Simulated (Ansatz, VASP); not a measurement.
Two plane-wave programs on Ta

```
CELL_PARAMETERS angstrom
-1.65233 1.65233 1.65233
1.65233 -1.65233 1.65233
1.65233 1.65233 -1.65233
ATOMIC_POSITIONS crystal
Ta 0.00000 0.00000 0.00000
```

Alike in both runs: functional r2SCAN; k mesh 18 × 18 × 18; occupations gaussian, width 0.1 eV; no spin polarisation.

Ansatz relaxed the structure, and its values are those at the end. VASP's run is a single point on that final structure, the one shown.

|  | VASP | Ansatz |
| --- | --- | --- |
| version | VASP 6.6.1 | Ansatz 0.2.0 |
| potentials or method | VASP PAW PBE potentials, release 64 (Ta_pv), cutoff 520 eV | scalar-relativistic, plane waves, PAW |
| valence electrons in the cell | 11 | 13 |

```csv
,VASP,Ansatz,Ansatz less VASP
gap on the k mesh at the Fermi level (eV),none,none,-
pressure (GPa),0.6,0.0,-0.65
```

VASP's potentials were made for PBE, not for r2SCAN. A gap of «none» marks a metal or a gap that the smearing closes. VASP's potentials hold 11 valence electrons a cell and Ansatz's 13, so a difference there can come from the potentials and not from the codes.

Neither program's run includes spin-orbit coupling.
